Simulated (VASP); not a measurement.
# H2Os (P4/mmm) in VASP: a series of runs

H2Os is run at these levels: PBE; tasks: single point.

Everything below comes from runs of VASP 6.6.1. Logs are shortened: lines on timing, memory, paths and dates and some standing lists are left out, and cuts for length are marked.

### Step 1. The cell of the first run

It takes space group P4/mmm (No. 123, tetragonal). The conventional cell has a = 2.399 Å, b = 2.399 Å, c = 4.950 Å, α = 90.00°, β = 90.00°, γ = 90.00°. H (site symmetry 4mm) has 5 H at 2.03 to 2.40 Å and 4 Os at 2.24 Å within 2.7 Å. Within 3.0 Å of Os (site symmetry 4/mmm) lie 8 H at 2.24 Å and 4 Os at 2.40 Å.

The cell was built from a structure type or drawn by symmetry, and may not be a known phase.

### Step 2. Single point, PBE

INCAR reads:

```
PREC = Accurate
ENCUT = 520
EDIFF = 1E-6
ISMEAR = 0
SIGMA = 0.1
LREAL = F
LASPH = T
NELM = 80
ALGO = Normal
ISIF = 2
LWAVE = F
LCHARG = F
GGA = PE
NBANDS = 12
```

KPOINTS reads:

```
Automatic mesh
0
Gamma
  8 8 4
```

POSCAR reads:

```
H2Os
1.0
    2.3993187800      0.0000000000      0.0000000000
    0.0000000000      2.3993187800      0.0000000000
    0.0000000000      0.0000000000      4.9503969100
H Os
2 1
Direct
    0.5000000000      0.5000000000      0.2949999900
    0.5000000000      0.5000000000      0.7050000100
    0.0000000000      0.0000000000      0.0000000000
```

Potentials or basis: VASP PAW PBE potentials, release 64 (H, Os).

Command:

```sh
$ cat potpaw_PBE.64/H/POTCAR potpaw_PBE.64/Os/POTCAR > POTCAR
$ mpirun -np 1 vasp_std > vasp.out
```

OUTCAR:

```text
PREC = Accurate
   ENCUT = 520
   EDIFF = 1E-6
   ISMEAR = 0
   LREAL = F
   LASPH = T
   NELM = 80
   ISIF = 2
   GGA = PE

 ion  position               nearest neighbor table
   1  0.500  0.500  0.295-
   2  0.500  0.500  0.705-
   3  0.000  0.000  0.000-

  LATTYP: Found a simple tetragonal cell.
 ALAT       =     2.3993187800
 C/A-ratio  =     2.0632510158

  Lattice vectors:

 A1 = (   2.3993187800,   0.0000000000,   0.0000000000)
 A2 = (   0.0000000000,   2.3993187800,   0.0000000000)
 A3 = (   0.0000000000,   0.0000000000,   4.9503969100)

Analysis of symmetry for initial positions (statically):
=====================================================================
 Subroutine PRICEL returns:
 Original cell was already a primitive cell.

 Routine SETGRP: Setting up the symmetry group for a
 simple tetragonal supercell.

 Subroutine GETGRP returns: Found 16 space group operations
 (whereof 16 operations were pure point group operations)
 out of a pool of 16 trial point group operations.

The static configuration has the point symmetry D_4h.

Analysis of symmetry for dynamics (positions and initial velocities):
=====================================================================
 Subroutine PRICEL returns:
 Original cell was already a primitive cell.

 Routine SETGRP: Setting up the symmetry group for a
 simple tetragonal supercell.

 Subroutine GETGRP returns: Found 16 space group operations
 (whereof 16 operations were pure point group operations)
 out of a pool of 16 trial point group operations.

The dynamic configuration has the point symmetry D_4h.

 Subroutine INISYM returns: Found 16 space group operations
 (whereof 16 operations are pure point group operations),
 and found     1 'primitive' translations

----------------------------------------------------------------------------------------

                                     Primitive cell

  volume of cell :      28.4981

  direct lattice vectors                    reciprocal lattice vectors
     2.399318780  0.000000000  0.000000000     0.416784968  0.000000000  0.000000000
     0.000000000  2.399318780  0.000000000     0.000000000  0.416784968  0.000000000
     0.000000000  0.000000000  4.950396910     0.000000000  0.000000000  0.202004005

  length of vectors
     2.399318780  2.399318780  4.950396910     0.416784968  0.416784968  0.202004005

  position of ions in fractional coordinates (direct lattice)
     0.500000000  0.500000000  0.294999990
     0.500000000  0.500000000  0.705000010
     0.000000000  0.000000000  0.000000000

  ion indices of the primitive-cell ions
   primitive index   ion index
                 1           1
                 2           2
                 3           3

----------------------------------------------------------------------------------------

 KPOINTS: Automatic mesh

Automatic generation of k-mesh.
 Grid dimensions read from file:
 generate k-points for:    8    8    4

 Generating k-lattice:

  Cartesian coordinates                     Fractional coordinates (reciprocal lattice)
     0.052098121  0.000000000  0.000000000     0.125000000  0.000000000  0.000000000
     0.000000000  0.052098121  0.000000000     0.000000000  0.125000000  0.000000000
     0.000000000  0.000000000  0.050501001     0.000000000  0.000000000  0.250000000

  Length of vectors
     0.052098121  0.052098121  0.050501001

  Shift w.r.t. Gamma in fractional coordinates (k-lattice)
     0.000000000  0.000000000  0.000000000

 Subroutine IBZKPT returns following result:
 ===========================================

 Found     45 irreducible k-points:

 Following reciprocal coordinates:
            Coordinates               Weight
  0.000000  0.000000  0.000000      1.000000
  0.125000  0.000000  0.000000      4.000000
  0.250000  0.000000  0.000000      4.000000
  0.375000  0.000000  0.000000      4.000000
  0.500000  0.000000  0.000000      2.000000
  0.125000  0.125000  0.000000      4.000000
[... 16 lines left out ...]
  0.375000  0.125000  0.250000     16.000000
  0.500000  0.125000  0.250000      8.000000
 [... further k-points ...]
   k-points           NKPTS =     45   k-points in BZ     NKDIM =     45   number of bands    NBANDS=     12
   number of dos      NEDOS =    301   number of ions     NIONS =      3
   total plane-waves  NPLWV =  12960
   dimension x,y,z NGX =    18 NGY =   18 NGZ =   40
   dimension x,y,z NGXF=    36 NGYF=   36 NGZF=   80
   ions per type =               2   1
   NGX,Y,Z   is equivalent  to a cutoff of  12.47, 12.47, 13.43 a.u.
   NGXF,Y,Z  is equivalent  to a cutoff of  24.94, 24.94, 26.87 a.u.
 SYSTEM =  unknown system
   PREC   = accura    normal or accurate (medium, high low for compatibility)
   ISTART =      0    job   : 0-new  1-cont  2-samecut
   ICHARG =      2    charge: 1-file 2-atom 10-const
   ISPIN  =      1    spin polarized calculation?
   LNONCOLLINEAR =      F non collinear calculations
   LSORBIT =      F    spin-orbit coupling
   LASPH  =      T    aspherical Exc in radial PAW
   ENCUT  =  520.0 eV  38.22 Ry    6.18 a.u.   4.46  4.46  9.20*2*pi/ulx,y,z
   NELM   =     80;   NELMIN=  2; NELMDL= -5     # of ELM steps
   EDIFF  = 0.1E-05   stopping-criterion for ELM
   LREAL  =      F    real-space projection
   EDIFFG = 0.1E-04   stopping-criterion for IOM
   NSW    =      0    number of steps for IOM
   IBRION =     -1    ionic relax: 0-MD 1-quasi-New 2-CG
   NFREE  =      0    steps in history (QN), initial steepest desc. (CG)
   ISIF   =      2    stress and relaxation
   ISYM   =      2    0-nonsym 1-usesym 2-fastsym
   POTIM  = 0.5000    time-step for ionic-motion
   TEBEG  =    0.0;   TEEND  =   0.0 temperature during run
   PSTRESS=    0.0 pullay stress
   NELECT =      10.0000    total number of electrons
   NUPDOWN=      -1.0000    fix difference up-down
   EMIN   =  10.00;   EMAX   =-10.00  energy-range for DOS
   EFERMI =   0.00;   METHOD = LEGACY
   ISMEAR =     0;   SIGMA  =   0.10  broadening in eV -4-tet -1-fermi 0-gaus
   EFERMI_NEDOS =   21; number of points for ismear=-14 and -15
   IALGO  =     38    algorithm
   IMIX   =      4    mixing-type and parameters
     AMIX     =   0.40;   BMIX     =  1.00
     AMIX_MAG =   1.60;   BMIX_MAG =  1.00
  volume/ion in A,a.u.               =       9.50        64.10
  Fermi-wavevector in a.u.,A,eV,Ry     =   1.154701  2.182068 18.141114  1.333334
  Thomas-Fermi vector in A             =   2.291335
   LORBIT       =      0    0 simple, 1 ext, 2 COOP (PROOUT), +10 PAW based schemes
   GGA     = PE    functional components
   LHFCALC =     F    Hartree Fock is set to
   AEXX    =    0.0000 exact exchange contribution
   IVDW    =     0    specifies the selected vdW correction
   LEPSILON=     F    determine dielectric tensor
   LRPA    =     F    only Hartree local field effects (RPA)
 non-spin polarized calculation
 Gauss-broadening in eV      SIGMA  =   0.10
  energy-cutoff  :      520.00
  volume of cell :       28.50
 maximum number of plane-waves:       784
 NGX is ok and might be reduce to    18
   NGX =  9   NGY =  9   NGZ = 19

 number of electron      10.0000000 magnetization

 number of electron       9.9999999 magnetization

 Free energy of the ion-electron system (eV)
  ---------------------------------------------------
  ext. energy  EPLUGINS =         0.00000000
  ---------------------------------------------------
  free energy    TOTEN  =       -13.82235325 eV

  energy without entropy =      -13.80409898  energy(sigma->0) =      -13.81322612

 E-fermi :   3.9959     XC(G=0): -10.7985

 val. band max:        3.9892030952   @ k =   0.1250   0.1250   0.2500
 cond. band min:       4.0004964879   @ k =   0.1250   0.1250   0.0000
 fundamental gap:      0.0112933927
 Fermi energy:         3.9958822531

 k-point     1 :       0.0000    0.0000    0.0000
  band No.  band energies     occupation
      1      -6.8576      2.00000
      2      -3.0748      2.00000
      3      -2.0562      2.00000
      4      -1.1228      2.00000
      5       4.9720      0.00000
      6       4.9720      0.00000
      7       7.1281      0.00000
      8       7.2857      0.00000
      9      17.2969      0.00000
     10      19.2483      0.00000
     11      21.7677      0.00000
     12      22.0533      0.00000

 k-point     2 :       0.1250    0.0000    0.0000
  band No.  band energies     occupation
      1      -6.2942      2.00000
      2      -2.6016      2.00000
      3      -1.4760      2.00000
      4      -1.3501      2.00000
      5       4.8187      0.00000
      6       5.0807      0.00000
      7       6.4583      0.00000
      8       7.1974      0.00000
      9      15.3967      0.00000
     10      18.8997      0.00000
     11      21.1637      0.00000
     12      21.9084      0.00000

 k-point     3 :       0.2500    0.0000    0.0000
  band No.  band energies     occupation
      1      -4.9330      2.00000
      2      -2.0624      2.00000
      3      -1.8905      2.00000
      4       0.6928      2.00000
      5       4.8153      0.00000
      6       5.0904      0.00000
      7       5.3528      0.00000
      8       7.1584      0.00000
      9      12.5885      0.00000
     10      15.6443      0.00000
     11      20.6301      0.00000
     12      22.5897      0.00000
[... 286 lines left out ...]
 k-point    23 :       0.3750    0.1250    0.2500
  band No.  band energies     occupation
      1      -3.0502      2.00000
      2      -2.3823      2.00000
      3      -0.4409      2.00000
      4       1.8861      2.00000
      5       3.6767      1.99999
      6       3.9029      1.81158
      7       5.8673      0.00000
      8       9.0429      0.00000
      9      11.1178      0.00000
     10      13.9563      0.00000
     11      18.9821      0.00000
     12      20.0541      0.00000

 k-point    24 :       0.5000    0.1250    0.2500
  band No.  band energies     occupation
      1      -3.1774      2.00000
      2      -1.1149      2.00000
      3      -1.1085      2.00000
      4       2.4320      2.00000
      5       2.9910      2.00000
      6       4.2065      0.00289
      7       6.3725      0.00000
      8       9.3610      0.00000
      9      11.6691      0.00000
     10      12.8459      0.00000
     11      18.3140      0.00000
     12      19.9894      0.00000

 [... further k-points ...]
[... 5 lines left out ...]
  --------------------------------------------------------------------------------------
  -------------------------------------------------------------------------------------
  Total        5.5002786      5.5002786     -4.3444463      0.0000000      0.0000000      0.0000000
  in kB      309.2283777    309.2283777   -244.2469174      0.0000000      0.0000000      0.0000000
  external PRESSURE =     124.7366127 kB  Pullay stress =       0.0000000 kB

 VOLUME and BASIS-vectors are now :
 -----------------------------------------------------------------------------
  energy-cutoff  :      520.00
  volume of cell :       28.50
      direct lattice vectors                 reciprocal lattice vectors
     2.399318780  0.000000000  0.000000000     0.416784968  0.000000000  0.000000000
     0.000000000  2.399318780  0.000000000     0.000000000  0.416784968  0.000000000
     0.000000000  0.000000000  4.950396910     0.000000000  0.000000000  0.202004005

 POSITION                                       TOTAL-FORCE (eV/Angst)
 -----------------------------------------------------------------------------------
      1.19966      1.19966      1.46037         0.000000      0.000000     -1.055769
      1.19966      1.19966      3.49003         0.000000      0.000000      1.055769
      0.00000      0.00000      0.00000         0.000000      0.000000     -0.000000
 -----------------------------------------------------------------------------------
    total drift:                                0.000000      0.000000      0.000000

  FREE ENERGIE OF THE ION-ELECTRON SYSTEM (eV)
  ---------------------------------------------------
  free  energy   TOTEN  =       -13.8223532529 eV

  energy  without entropy=      -13.8040989828  energy(sigma->0) =      -13.81322612
```

Run time: 5.7 s. Hardware: 1 thread of Intel Xeon 6975P-C (Granite Rapids), shared host; peak memory 0.14 GiB.

Results:

- Free energy: -13.8224 eV
- Pressure: 12.5 GPa
- Largest force: 1.056 eV/Å
- Band gap on the k mesh: zero (bands 5 and 6 overlap by 1.87 eV)

Forces in eV/Å, atoms in the order of the input:
```
H    0.000  0.000 -1.056
H    0.000  0.000  1.056
Os   0.000  0.000  0.000
```

Caveat: the cell stands under pressure; spin-orbit coupling is left out, which moves the levels of the heavy elements; forces of over 1 eV/Å act on the atoms, so gaps and moduli don't describe the material at rest.

(Continued in part 2 of 2.)
